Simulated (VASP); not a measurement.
# Al4Cu: single point with PBE

Al4Cu:

```
Al Cu
1.0
    -2.83315    2.83315    0.00000
     2.83315    2.83315    0.00000
     1.41658   -1.41658   -9.55633
Al Cu
8 2
Direct
  0.41197 0.00000 0.82393
  0.91197 0.50000 0.82393
  0.80393 0.00000 0.60785
  0.30393 0.50000 0.60785
  0.19607 0.00000 0.39215
  0.69607 0.50000 0.39215
  0.58803 0.00000 0.17607
  0.08804 0.50000 0.17607
  0.00000 0.00000 0.00000
  0.50000 0.50000 0.00000
```

| Property | Result |
| --- | --- |
| Program | VASP 6.6.1 |
| Task | single point |
| Functional | PBE |
| Potentials or basis | VASP PAW PBE potentials, release 64 (Al, Cu) |
| Cutoff | 520 eV |
| k mesh | 6 × 6 × 6 |
| Occupations | gaussian, width 0.2 eV |
| Spin | no spin polarisation |
| Dipole correction | no |
| Further INCAR settings | ALGO = Fast; EDIFF = 1e-07; NBANDS = 34 |

The pressure is -0.1 GPa, the largest force is 0.148 eV/Å and the band gap on the k mesh is zero (bands 23 and 24 overlap by 3.46 eV).

Forces on the atoms (eV/Å):
```
Al   0.000  0.000  0.067
Al   0.000  0.000  0.067
Al   0.000  0.000  0.148
Al   0.000  0.000  0.148
Al   0.000  0.000 -0.148
Al   0.000  0.000 -0.148
Al   0.000  0.000 -0.067
Al   0.000  0.000 -0.067
Cu   0.000  0.000  0.000
Cu   0.000  0.000  0.000
```

Stress tensor (GPa, compression positive):
```
 0.16 -0.04  0.00
-0.04  0.16  0.00
 0.00  0.00 -0.60
```

Levels at points of the mesh, in eV from the Fermi level:
```csv
k point,band 18,band 19,band 20,band 21,band 22,band 23,band 24,band 25,band 26,band 27
"(0.00, 0.00, 0.00)",-2.14,-0.96,-0.94,-0.89,-0.79,0.08,0.08,1.02,1.28,1.73
"(0.50, 0.00, 0.00)",-3.00,-0.46,-0.46,-0.26,-0.26,0.68,0.68,1.32,1.32,2.22
"(0.00, 0.50, 0.00)",-2.08,-1.71,-1.71,-0.12,-0.12,0.37,0.37,1.40,1.40,2.01
"(0.50, 0.50, 0.00)",-3.48,-3.32,-3.32,-2.29,-2.29,-1.77,-1.77,-0.64,-0.64,1.27
"(0.00, 0.00, 0.50)",-1.77,-0.96,-0.94,-0.89,-0.79,0.08,0.08,0.27,1.02,1.28
"(0.00, 0.50, 0.50)",-3.46,-0.34,-0.34,0.71,0.71,1.11,1.11,1.12,1.12,1.67
```

Wall time 4 min on 1 thread of Intel(R) Xeon(R) 6975P-C (Granite Rapids) (shared host), peak memory 0.37 GiB.
